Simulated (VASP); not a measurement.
Set up this calculation in VASP 6.6.1, as the native input.

* Task: single point
* Functional: PBE
* Potentials or basis: VASP PAW PBE potentials, release 64 (Sn_d, Pb_d, S)
* Cutoff: 520 eV
* k mesh: 6 × 6 × 1
* Occupations: gaussian, width 0.1 eV
* Spin: no spin polarisation
* Dipole correction: no
* Further INCAR settings: ALGO = Normal; EDIFF = 1e-06; NBANDS = 72

The structure of Sn5PbS6 lies in POSCAR:

```
Sn5PbS6
1.0
    4.1548087000      0.0000000000      0.0000000000
   -2.0774043000      3.5981698000      0.0000000000
    0.0000000000      0.0000000000     20.3619792000
Sn Pb S
5 1 6
Direct
    0.3333333000      0.6666667000      0.8348670000
    0.6666667000      0.3333333000      0.6697590000
    0.3333333000      0.6666667000      0.3302410000
    0.6666667000      0.3333333000      0.1651330000
    0.0000000000      0.0000000000      0.0000000000
    0.0000000000      0.0000000000      0.5000000000
    0.0000000000      0.0000000000      0.7524370000
    0.3333333000      0.6666667000      0.5878380000
    0.6666667000      0.3333333000      0.4121620000
    0.0000000000      0.0000000000      0.2475630000
    0.3333333000      0.6666667000      0.0825360000
    0.6666667000      0.3333333000      0.9174640000
```

The input as run:

INCAR

```
SYSTEM = Sn5PbS6
ALGO = Normal
EDIFF = 1E-6
ENCUT = 520
GGA = PE
ISIF = 2
ISMEAR = 0
LASPH = .TRUE.
LCHARG = .FALSE.
LREAL = .FALSE.
LWAVE = .FALSE.
NBANDS = 72
NELM = 100
PREC = Accurate
SIGMA = 0.1
```

KPOINTS

```
k-points
0
G
  6 6 1
  0 0 0
```

Potentials or basis: VASP PAW PBE potentials, release 64 (Sn_d, Pb_d, S).

Run with:

```console
$ cat potpaw_PBE.64/Sn_d/POTCAR potpaw_PBE.64/Pb_d/POTCAR potpaw_PBE.64/S/POTCAR > POTCAR
$ mpirun -np 1 vasp_std > vasp.out
```

It gave:

```yaml
Pressure: -0.4 GPa
Largest_force: 0.022 eV/Å
Band_gap_on_the_k_mesh: 0.32 eV
```

Caveat: spin-orbit coupling is left out, which moves the levels of the heavy elements; an odd mesh through Γ misses points on the zone boundary, where band edges can lie.

Wall time 6.2 min on 1 thread of Intel Xeon 8259CL, on a shared host, peak memory 0.47 GiB.
